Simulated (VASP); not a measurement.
K: single point with PBE

K:

```
K
1.0
     4.30242    0.00000    0.00000
     0.00000    4.30242    0.00000
     0.00000    0.00000    4.30242
K
1
Direct
  0.00000 0.00000 0.00000
```

* Program: VASP 6.6.1
* Task: single point
* Functional: PBE
* Potentials or basis: VASP PAW PBE potentials, release 64 (K_sv)
* Cutoff: 520 eV
* k mesh: 10 × 10 × 10
* Occupations: fermi-dirac, width 0.08 eV
* Spin: no spin polarisation

| Item | Value |
| --- | --- |
| Pressure | 0.0 GPa |

Levels at points of the mesh, in eV from the Fermi level:
```tsv
k point	band 2	band 3	band 4	band 5	band 6	band 7
(0.00, 0.00, 0.00)	-15.80	-15.80	-15.80	-2.08	2.87	2.87
(0.50, 0.00, 0.00)	-15.89	-15.80	-15.80	-0.07	0.16	3.47
(0.50, 0.50, 0.00)	-15.88	-15.88	-15.79	1.12	2.05	2.13
(0.50, 0.50, 0.50)	-15.87	-15.87	-15.87	2.27	2.27	2.27
```

Run time: 20 s on 1 thread of Intel Xeon 6975P-C (shared host), peak memory 0.19 GiB.
